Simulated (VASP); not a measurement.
# La36HO54 (a cell with a defect) in VASP: single point with PBE

Aim: the single point of La36HO54 (a cell with a defect) with PBE.

Everything below comes from runs of VASP 6.6.1. Logs are shortened: lines on timing, memory, paths and dates and some standing lists are left out, and cuts for length are marked.

### Step 1. The cell of the first run

The cell holds a defect, 91 atoms: a = 11.822 Å, b = 11.822 Å, c = 12.376 Å, α = 90.00°, β = 90.00°, γ = 120.00°.

### Step 2. Single point, PBE

The input, INCAR:

```
SYSTEM = La36HO54
ALGO = Normal ; EDIFF = 1E-6
ENCUT = 520 ; GGA = PE
ISIF = 2 ; ISMEAR = -1
LASPH = .TRUE. ; LCHARG = .TRUE.
LELF = .TRUE. ; LREAL = Auto
LVHAR = .TRUE. ; LWAVE = .FALSE.
NBANDS = 412 ; NELECT = 722.0
NELM = 80 ; PREC = Accurate
SIGMA = 0.01
```

The input, KPOINTS:

```
k-points
0
G
  1 1 1
  0 0 0
```

The input, POSCAR:

```
La36HO54
1.0
   11.8217180600     -0.0000000900      0.0000000000
   -5.9108589500     10.2379082000      0.0000000000
    0.0000000000      0.0000000000     12.3757188400
La O H
36 54 1
Direct
    0.2259383771      0.1184240726      0.3715934971
    0.1185443871      0.2256085786      0.1284368919
    0.2210697874      0.1089513581      0.8763746528
    0.1090079256      0.2210276234      0.6237410272
    0.2258073295      0.4403201428      0.3715392263
    0.1092594813      0.5571602200      0.1231183199
    0.2210625158      0.4451286750      0.8764076177
    0.1114431543      0.5547834273      0.6221141502
    0.2220642111      0.7774988148      0.3769858478
    0.1091354495      0.8849900848      0.1230962279
    0.2225632311      0.7778110115      0.8752445032
    0.1114164859      0.8896626794      0.6220899776
    0.5573224222      0.1089677610      0.3769609361
    0.4405880641      0.2256837856      0.1285275213
    0.5547655680      0.1113927925      0.8780290240
    0.4451852826      0.2210230636      0.6237128546
    0.5478754273      0.4404337369      0.3715601701
    0.4405532279      0.5476988272      0.1284543788
    0.5572801243      0.4451339404      0.8763758520
    0.4451817930      0.5572358445      0.6237886247
    0.5572972962      0.7810654114      0.3769611544
    0.4444946398      0.8886537075      0.1230504787
    0.5548151546      0.7765502877      0.8779647586
    0.4435710118      0.8883143153      0.6248952313
    0.8852131602      0.1089879020      0.3769361394
    0.7776297403      0.2218235833      0.1230592242
    0.8897387770      0.1114905440      0.8779890083
    0.7778508084      0.2226022740      0.6248896705
    0.8887930538      0.4442449341      0.3769621537
    0.7812391951      0.5570967749      0.1230978043
    0.8884093387      0.4435750882      0.8752489202
    0.7766175205      0.5547451330      0.6221263720
    0.8887632887      0.7773883606      0.3770369134
    0.7775777745      0.8886194662      0.1230247522
    0.8883849169      0.7778451464      0.8751992210
    0.7779093692      0.8883676016      0.6249267137
    0.2168298179      0.1002046672      0.1754886228
    0.1003898527      0.2166195394      0.3245420793
   -0.0001512482     -0.0034636509     -0.0030781125
    0.2223697698      0.1115826961      0.6764899310
    0.1116649111      0.2223383073      0.8235086244
   -0.0034681043     -0.0003449766      0.5032404828
    0.2167949657      0.4494146784      0.1752643079
    0.1113419013      0.5550144600      0.3260582274
   -0.0004416285      0.3359387691     -0.0032528983
    0.2223999154      0.4438623189      0.6766374023
    0.1109985298      0.5553119782      0.8206984626
   -0.0031393761      0.3302201990      0.5031236524
    0.2224823356      0.7776835137      0.1784177573
    0.1113239783      0.8892542767      0.3262177120
    0.0000506059      0.6665793662     -0.0001201386
    0.2215678201      0.7773130755      0.6766403753
    0.1110069909      0.8887605020      0.8206117753
   -0.0002952459      0.6662967262      0.5003773856
    0.5551546052      0.1111127442      0.1741168344
    0.4497281446      0.2166566229      0.3247970263
    0.3304054823     -0.0031998762     -0.0030839049
    0.5553461211      0.1108991322      0.6794173053
    0.4438636442      0.2223896571      0.8233647048
    0.3361937067     -0.0005633886      0.5032576880
    0.5660875373      0.4494891024      0.1754697595
    0.4495260023      0.5658471227      0.3245856454
    0.3333060880      0.3330766324      0.0041172364
    0.5546606045      0.4438928261      0.6764757017
    0.4439063536      0.5546071730      0.8235395261
    0.3330924757      0.3330948282      0.4958990141
    0.5551986989      0.7768925022      0.1740521982
    0.4439898289      0.8884164521      0.3217392490
    0.3303386462      0.6667569493     -0.0030443273
    0.5553650423      0.7775689568      0.6795000198
    0.4445703839      0.8888401560      0.8234632429
    0.3362253524      0.6696534537      0.5032762669
    0.8893742478      0.1111056388      0.1738929104
    0.7779216083      0.2223347053      0.3216057339
    0.6663463809     -0.0003242055     -0.0001818397
    0.8887213286      0.1109683662      0.6795203762
    0.7773196020      0.2216006839      0.8235454782
    0.6666363479     -0.0001452666      0.5000905592
    0.8886360873      0.4438477415      0.1783078584
    0.7770044907      0.5549859065      0.3260845694
    0.6695469177      0.3360108054     -0.0031041702
    0.8889782327      0.4445842092      0.6767333918
    0.7775500622      0.5552812071      0.8205816228
    0.6671392092      0.3302579055      0.5032775804
    0.8886904878      0.7776820976      0.1784423981
    0.7778859499      0.8884949996      0.3216185584
    0.6698485708      0.6666146953     -0.0030563623
    0.8889031358      0.7774069158      0.6766084644
    0.7774337466      0.8888656339      0.8235953789
    0.6668233470      0.6698384285      0.5030915351
    0.3332818820      0.3330104312      0.2500748663
```

Potentials or basis: VASP PAW PBE potentials, release 64 (La, O, H).

The run is started by

```
> cat potpaw_PBE.64/La/POTCAR potpaw_PBE.64/O/POTCAR potpaw_PBE.64/H/POTCAR > POTCAR
> mpirun -np 1 vasp_gam > vasp.out
```

OUTCAR:

```text
SYSTEM = La36HO54
   EDIFF = 1E-6
   ENCUT = 520
   GGA = PE
   ISIF = 2
   ISMEAR = -1
   LASPH = .TRUE.
   LREAL = Auto
   NELECT = 722.0
   NELM = 80
   PREC = Accurate

 ion  position               nearest neighbor table
   1  0.226  0.118  0.372-  56 2.37  38 2.37  50 2.41  37 2.43  66 2.68
   2  0.119  0.226  0.128-  37 2.37  43 2.37  73 2.41  38 2.43  63 2.68
   3  0.221  0.109  0.876-  53 2.36  41 2.37  59 2.37  40 2.47  39 2.71  57 2.71  63 2.79
   4  0.109  0.221  0.624-  76 2.36  40 2.37  46 2.37  41 2.47  42 2.71  48 2.71  66 2.79
   5  0.226  0.440  0.372-  38 2.37  62 2.37  44 2.41  43 2.44  66 2.68
   6  0.109  0.557  0.123-  43 2.30  49 2.36  79 2.36  44 2.51  51 2.71  69 2.75  45 2.75
   7  0.221  0.445  0.876-  47 2.36  41 2.37  65 2.37  46 2.47  45 2.71  69 2.72  63 2.79
   8  0.111  0.555  0.622-  46 2.37  82 2.38  52 2.38  47 2.46  48 2.73  72 2.73  54 2.74
   9  0.222  0.777  0.377-  50 2.36  44 2.36  68 2.37  49 2.46  54 2.74  60 2.76  72 2.76
  10  0.109  0.885  0.123-  37 2.30  85 2.36  49 2.36  50 2.51  51 2.71  39 2.75  57 2.75
  11  0.223  0.778  0.875-  71 2.36  47 2.38  53 2.38  52 2.46  69 2.70  57 2.70  51 2.75
  12  0.111  0.890  0.622-  40 2.37  52 2.38  88 2.38  53 2.46  60 2.73  42 2.73  54 2.74
  13  0.557  0.109  0.377-  56 2.30  68 2.36  74 2.36  55 2.51  78 2.71  60 2.75  84 2.75
  14  0.441  0.226  0.129-  37 2.37  61 2.37  55 2.41  56 2.44  63 2.68
  15  0.555  0.111  0.878-  59 2.37  77 2.38  71 2.38  58 2.46  57 2.73  81 2.73  75 2.74
  16  0.445  0.221  0.624-  58 2.36  40 2.37  64 2.37  59 2.47  60 2.71  84 2.72  66 2.79
  17  0.548  0.440  0.372-  56 2.37  62 2.37  80 2.41  61 2.43  66 2.68
[... 58 lines left out ...]
  76  0.889  0.111  0.680-   4 2.36  28 2.38  36 2.38  27 2.46
  77  0.777  0.222  0.824-  31 2.36  27 2.38  15 2.38  28 2.46
  78  0.667  1.000  0.500-  13 2.71  25 2.71  21 2.71  28 2.75  36 2.75  24 2.76
  79  0.889  0.444  0.178-   6 2.36  30 2.36  26 2.37  29 2.46
  80  0.777  0.555  0.326-  33 2.36  29 2.36  17 2.41  30 2.51
  81  0.670  0.336  0.997-  31 2.70  19 2.71  15 2.73  30 2.75  26 2.76
  82  0.889  0.445  0.677-  28 2.36   8 2.38  32 2.38  31 2.46
  83  0.778  0.555  0.821-  19 2.36  35 2.38  31 2.38  32 2.46
  84  0.667  0.330  0.503-  28 2.70  16 2.72  32 2.73  13 2.75  29 2.76
  85  0.889  0.778  0.178-  10 2.36  30 2.36  34 2.37  33 2.46
  86  0.778  0.888  0.322-  25 2.36  21 2.36  33 2.37  34 2.46
  87  0.670  0.667  0.997-  35 2.70  19 2.71  23 2.73  30 2.75  34 2.76
  88  0.889  0.777  0.677-  36 2.36  12 2.38  32 2.38  35 2.46
  89  0.777  0.889  0.824-  35 2.36  23 2.38  27 2.38  36 2.46
  90  0.667  0.670  0.503-  36 2.70  20 2.72  32 2.73  21 2.75  33 2.76
  91  0.333  0.333  0.250-

  LATTYP: Found a hexagonal cell.
 ALAT       =    11.8217180600
 C/A-ratio  =     1.0468629667

  Lattice vectors:

 A1 = (  11.8217180600,  -0.0000000900,   0.0000000000)
 A2 = (  -5.9108589500,  10.2379082000,   0.0000000000)
 A3 = (   0.0000000000,   0.0000000000,  12.3757188400)

Analysis of symmetry for initial positions (statically):
=====================================================================
 Subroutine PRICEL returns:
 Original cell was already a primitive cell.

 Routine SETGRP: Setting up the symmetry group for a
 hexagonal supercell.

 Subroutine GETGRP returns: Found  1 space group operations
 (whereof  1 operations were pure point group operations)
 out of a pool of 24 trial point group operations.

The static configuration has the point symmetry C_1 .

Analysis of symmetry for dynamics (positions and initial velocities):
=====================================================================
 Subroutine PRICEL returns:
 Original cell was already a primitive cell.

 Routine SETGRP: Setting up the symmetry group for a
[... 243 lines left out ...]
   number of dos      NEDOS =    301   number of ions     NIONS =     91
   total plane-waves  NPLWV = 777600
   dimension x,y,z NGX =    90 NGY =   90 NGZ =   96
   dimension x,y,z NGXF=   180 NGYF=  180 NGZF=  192
   ions per type =              36  54   1
   NGX,Y,Z   is equivalent  to a cutoff of  12.66, 12.66, 12.90 a.u.
   NGXF,Y,Z  is equivalent  to a cutoff of  25.31, 25.31, 25.79 a.u.
 SYSTEM =  La36HO54
   PREC   = accura    normal or accurate (medium, high low for compatibility)
   ISTART =      0    job   : 0-new  1-cont  2-samecut
   ICHARG =      2    charge: 1-file 2-atom 10-const
   ISPIN  =      1    spin polarized calculation?
   LNONCOLLINEAR =      F non collinear calculations
   LSORBIT =      F    spin-orbit coupling
   LASPH  =      T    aspherical Exc in radial PAW
   ENCUT  =  520.0 eV  38.22 Ry    6.18 a.u.  21.98 21.98 23.01*2*pi/ulx,y,z
   NELM   =     80;   NELMIN=  2; NELMDL= -5     # of ELM steps
   EDIFF  = 0.1E-05   stopping-criterion for ELM
   LREAL  =      T    real-space projection
   EDIFFG = 0.1E-04   stopping-criterion for IOM
   NSW    =      0    number of steps for IOM
   IBRION =     -1    ionic relax: 0-MD 1-quasi-New 2-CG
   NFREE  =      0    steps in history (QN), initial steepest desc. (CG)
   ISIF   =      2    stress and relaxation
   ISYM   =      2    0-nonsym 1-usesym 2-fastsym
   POTIM  = 0.5000    time-step for ionic-motion
   TEBEG  =    0.0;   TEEND  =   0.0 temperature during run
   PSTRESS=    0.0 pullay stress
   NELECT =     722.0000    total number of electrons
   NUPDOWN=      -1.0000    fix difference up-down
   EMIN   =  10.00;   EMAX   =-10.00  energy-range for DOS
   EFERMI =   0.00;   METHOD = LEGACY
   ISMEAR =    -1;   SIGMA  =   0.01  broadening in eV -4-tet -1-fermi 0-gaus
   EFERMI_NEDOS =   21; number of points for ismear=-14 and -15
   IALGO  =     38    algorithm
   IMIX   =      4    mixing-type and parameters
     AMIX     =   0.40;   BMIX     =  1.00
     AMIX_MAG =   1.60;   BMIX_MAG =  1.00
  volume/ion in A,a.u.               =      16.46       111.08
  Fermi-wavevector in a.u.,A,eV,Ry     =   1.283610  2.425671 22.417708  1.647655
  Thomas-Fermi vector in A             =   2.415853
   LORBIT       =      0    0 simple, 1 ext, 2 COOP (PROOUT), +10 PAW based schemes
   GGA     = PE    functional components
   LHFCALC =     F    Hartree Fock is set to
   AEXX    =    0.0000 exact exchange contribution
   IVDW    =     0    specifies the selected vdW correction
   LEPSILON=     F    determine dielectric tensor
   LRPA    =     F    only Hartree local field effects (RPA)
 non-spin polarized calculation
  energy-cutoff  :      520.00
  volume of cell :     1497.83
 maximum number of plane-waves:     20145
 NGX is ok and might be reduce to    90
   NGX = 43   NGY = 43   NGZ = 47

 number of electron     721.9999807 magnetization

 Free energy of the ion-electron system (eV)
  ---------------------------------------------------
  ext. energy  EPLUGINS =         0.00000000
  ---------------------------------------------------
  free energy    TOTEN  =      -747.44419533 eV

  energy without entropy =     -747.44419533  energy(sigma->0) =     -747.44419533

 E-fermi :   6.7816     XC(G=0): -10.4123

 val. band max:        6.5139867923   @ k =   0.0000   0.0000   0.0000
 cond. band min:       9.7158583923   @ k =   0.0000   0.0000   0.0000
 fundamental gap:      3.2018716001
 Fermi energy:         6.7816469290

 k-point     1 :       0.0000    0.0000    0.0000
  band No.  band energies     occupation
      1     -24.0648      2.00000
      2     -23.9844      2.00000
      3     -23.9416      2.00000
      4     -23.9350      2.00000
      5     -23.9346      2.00000
      6     -23.9335      2.00000
[... 365 lines left out ...]
    372      10.1132      0.00000
    373      10.1877      0.00000
 [bands above 373 left out]

------------------------ aborting loop because EDIFF is reached ----------------------------------------

  FORCE on cell =-STRESS in cart. coord.  units (eV):
  Direction    XX          YY          ZZ          XY          YZ          ZX
  --------------------------------------------------------------------------------------
  -------------------------------------------------------------------------------------
  Total        9.8633188      9.8698368      9.4743882      0.0060450     -0.0048241      0.0087305
  in kB       10.5504600     10.5574321     10.1344340      0.0064661     -0.0051602      0.0093388
  external PRESSURE =      10.4141087 kB  Pullay stress =       0.0000000 kB

 VOLUME and BASIS-vectors are now :
 -----------------------------------------------------------------------------
  energy-cutoff  :      520.00
  volume of cell :     1497.83
      direct lattice vectors                 reciprocal lattice vectors
    11.821718060 -0.000000090  0.000000000     0.084590074  0.048838101  0.000000000
    -5.910858950 10.237908200  0.000000000     0.000000001  0.097676203  0.000000000
     0.000000000  0.000000000 12.375718840     0.000000000  0.000000000  0.080803387

 POSITION                                       TOTAL-FORCE (eV/Angst)
 -----------------------------------------------------------------------------------
      1.97099      1.21241      4.59874        -0.002682      0.003672     -0.009605
      0.06786      2.30976      1.58950         0.001763      0.005359      0.013996
      1.96943      1.11543     10.84577         0.002760      0.004404     -0.010715
     -0.01780      2.26286      7.71924        -0.000485      0.002041      0.002547
      0.06676      4.50796      4.59807         0.002583     -0.000494     -0.009072
     -2.00166      5.70416      1.52368         0.010023     -0.007147      0.023262
[... 83 lines left out ...]
      3.92368      6.85774      6.22612        -0.000455     -0.004761      0.004838
      1.97159      3.40933      3.09486        -0.000640      0.000479     -0.000950
 -----------------------------------------------------------------------------------
    total drift:                               -0.000840      0.000234      0.004954

  FREE ENERGIE OF THE ION-ELECTRON SYSTEM (eV)
  ---------------------------------------------------
  free  energy   TOTEN  =      -747.4441953350 eV

  energy  without entropy=     -747.4441953350  energy(sigma->0) =     -747.44419533
```

Wall time 65 min (1 thread of Oxide Virtual Turin-like, shared host); peak memory 1.5 GiB.

What came out:

```yaml
Free_energy: -747.4442 eV
Largest_force: 0.032 eV/Å
```

Forces in eV/Å, atoms in the order of the input:
```
La  -0.003  0.004 -0.010
La   0.002  0.005  0.014
La   0.003  0.004 -0.011
La   0.000  0.002  0.003
La   0.003  0.000 -0.009
La   0.010 -0.007  0.023
La   0.004 -0.001 -0.011
La   0.003  0.000  0.002
La   0.001 -0.001 -0.014
La   0.006  0.015  0.027
La   0.004  0.002 -0.010
La   0.003  0.002  0.003
La  -0.009  0.008 -0.018
La  -0.003  0.002  0.014
La  -0.001 -0.001 -0.010
La   0.000  0.000  0.006
La  -0.006 -0.003 -0.009
La  -0.002 -0.003  0.014
La  -0.004 -0.002 -0.012
La  -0.002  0.000  0.002
La  -0.003 -0.009 -0.017
La  -0.004 -0.001  0.024
La   0.000 -0.001 -0.004
La  -0.001  0.001  0.002
La   0.005  0.008 -0.017
La  -0.002  0.002  0.022
La   0.003 -0.001 -0.006
La   0.001  0.001  0.003
La   0.003  0.000 -0.015
La  -0.009 -0.005  0.024
La   0.002  0.000 -0.009
La   0.001  0.002  0.000
La  -0.002  0.007 -0.017
La   0.005 -0.002  0.023
La   0.004  0.001 -0.007
La   0.000  0.004  0.001
O    0.002 -0.013 -0.013
O   -0.009 -0.006  0.010
O   -0.003  0.002 -0.005
O    0.003 -0.002 -0.003
O   -0.003 -0.002  0.009
O    0.003  0.000  0.004
O   -0.012  0.006 -0.009
O    0.000 -0.002  0.006
O    0.002 -0.001 -0.006
O   -0.001  0.000 -0.003
O   -0.002 -0.001  0.006
O   -0.002  0.000  0.007
O   -0.004  0.002 -0.007
O   -0.002 -0.003  0.006
O   -0.002 -0.004 -0.004
O    0.005  0.001 -0.003
O   -0.002 -0.005  0.002
O    0.000  0.000  0.010
O    0.003  0.000 -0.013
O    0.007 -0.004  0.009
O   -0.001  0.001 -0.006
O    0.001  0.000  0.000
O    0.006 -0.003  0.008
O   -0.004  0.003  0.005
O    0.008  0.006 -0.013
O    0.005  0.015  0.013
O   -0.001  0.000 -0.008
O    0.005  0.000 -0.003
O    0.001  0.004  0.007
O    0.002  0.002  0.009
O   -0.002 -0.003 -0.013
O    0.003 -0.001 -0.001
O    0.001 -0.001 -0.006
O    0.003 -0.001 -0.002
O   -0.001 -0.002  0.007
O   -0.002 -0.003  0.007
O    0.000 -0.001 -0.013
O   -0.001 -0.004  0.002
O    0.001  0.000 -0.009
O    0.001 -0.003 -0.001
O    0.001  0.003  0.005
O    0.001 -0.003  0.006
O   -0.003  0.003 -0.005
O    0.001 -0.003  0.006
O   -0.003 -0.002 -0.007
O   -0.001 -0.002 -0.003
O    0.004  0.002  0.009
O   -0.006  0.000  0.005
O   -0.005 -0.002 -0.006
O   -0.001 -0.004  0.000
O   -0.004  0.000 -0.005
O   -0.001 -0.002 -0.001
O    0.001  0.000  0.003
O    0.000 -0.005  0.005
H   -0.001  0.000 -0.001
```

Levels at points of the mesh, in eV from the Fermi level:
```tsv
k point	band 359	band 360	band 361	band 362	band 363	band 364
(0.00, 0.00, 0.00)	-1.03	-1.00	-0.27	2.93	2.93	3.02
```

Caveat: the k points lie up to 0.61 Å⁻¹ apart; the cell carries a net charge on a neutralising background, which shifts energy and pressure; the cell is charged against a uniform background, so pressure and absolute levels hang on convention; spin-orbit coupling is left out, which moves the levels of the heavy elements.
